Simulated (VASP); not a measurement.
A run of VASP 6.6.1 is set up as follows.

File INCAR:

```
  PREC = Accurate
  ENCUT = 520
  EDIFF = 1E-6
  ISMEAR = 0
  SIGMA = 0.15
  LREAL = False
  LASPH = True
  NELM = 100
  ALGO = Fast
  ISIF = 2
  LWAVE = False
  LCHARG = False
  GGA = PE
  NBANDS = 26
```

Contents of KPOINTS:

```
regular mesh
0
Gamma
  10 10 10
```

Contents of POSCAR:

```
Al2Cu
1.0
   -2.9353500000      2.9353500000      2.4168500000
    2.9353500000     -2.9353500000      2.4168500000
    2.9353500000      2.9353500000     -2.4168500000
Al Cu
4 2
Direct
    0.1587211657      0.6587211657      0.8174423314
    0.6587211657      0.8412788343      0.5000000000
    0.8412788343      0.3412788343      0.1825576686
    0.3412788343      0.1587211657      0.5000000000
    0.7500000000      0.7500000000      0.0000000000
    0.2500000000      0.2500000000      0.0000000000
```

Potentials or basis: VASP PAW PBE potentials, release 64 (Al, Cu).

The run is started by

```bash
$ cat potpaw_PBE.64/Al/POTCAR potpaw_PBE.64/Cu/POTCAR > POTCAR
$ mpirun -np 1 vasp_std > vasp.out
```

What does it give for the pressure?

8.5 GPa.

Estimate the band gap on the k mesh.

zero (band 17 reaches 11.34 eV, above the bottom of band 18 at 7.02 eV).

Estimate the largest force.

0.011 eV/Å.

Stress tensor (GPa, compression positive):
```
9.58 0.00 0.00
0.00 9.58 0.00
0.00 0.00 6.42
```
